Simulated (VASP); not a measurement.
**Al2O3: single point with PBE**

Al2O3:

```
CELL_PARAMETERS angstrom
5.14485 0.03339 -0.04020
0.03339 5.50158 -0.00564
-0.04020 -0.00564 5.29149
ATOMIC_POSITIONS crystal
Al 0.35167 0.82744 0.57978
Al 0.91893 0.56127 0.75492
Al 0.17320 0.04198 0.07175
Al 0.75501 0.07832 0.37119
Al 0.41816 0.35738 0.75301
Al 0.40452 0.48817 0.25765
O 0.18881 0.44895 0.98315
O 0.06231 0.98682 0.35500
O 0.83285 0.39175 0.48461
O 0.55769 0.09805 0.67687
O 0.60401 0.56744 0.88541
O 0.52794 0.76297 0.32815
O 0.49961 0.21151 0.12191
O 0.05712 0.84579 0.84887
O 0.23999 0.55266 0.54030
```

```yaml
Program: VASP 6.6.1
Task: single point
Functional: PBE
Potentials_or_basis: VASP PAW PBE potentials, release 64 (Al, O)
Cutoff: 520 eV
k_mesh: 1 × 1 × 1
Occupations: fermi-dirac, width 0.2585 eV
Spin: no spin polarisation
Dipole_correction: no
Further_INCAR_settings: ALGO = Normal; EDIFF = 1e-06; NBANDS = 49; ISYM = 0
```

```json
{
  "Pressure": "23.5 GPa",
  "Largest force": "6.329 eV/Å",
  "Band gap on the k mesh": "2.20 eV"
}
```

Forces on the atoms (eV/Å):
```
Al  -0.736  4.990  3.822
Al  -0.125 -0.158  0.784
Al   3.134  1.388 -1.515
Al  -4.280  2.066  1.459
Al   0.179  1.372  1.649
Al   1.158  0.087 -3.313
O   -5.102 -3.567  0.855
O    1.259 -0.812  1.347
O   -1.797 -1.521 -1.029
O   -0.996 -5.348 -2.649
O    3.293  3.687 -0.553
O    3.567  3.920 -2.160
O    0.870 -3.835  2.779
O    0.915  1.948 -1.632
O   -1.340 -4.218  0.156
```

Stress tensor (GPa, compression positive):
```
 16.10  -0.20 -13.16
 -0.20  31.11  -4.27
-13.16  -4.27  23.27
```

Levels at points of the mesh, in eV from the valence-band top:
```tsv
k point	band 34	band 35	band 36	band 37	band 38	band 39
(0.00, 0.00, 0.00)	-0.84	-0.61	0.00	2.20	5.18	5.75
```

It took 15 s on 1 thread of Intel(R) Xeon(R) Platinum 8488C (Sapphire Rapids), with other jobs on the host, peak memory 0.22 GiB.

Caveat: the k points lie up to 1.22 Å⁻¹ apart.
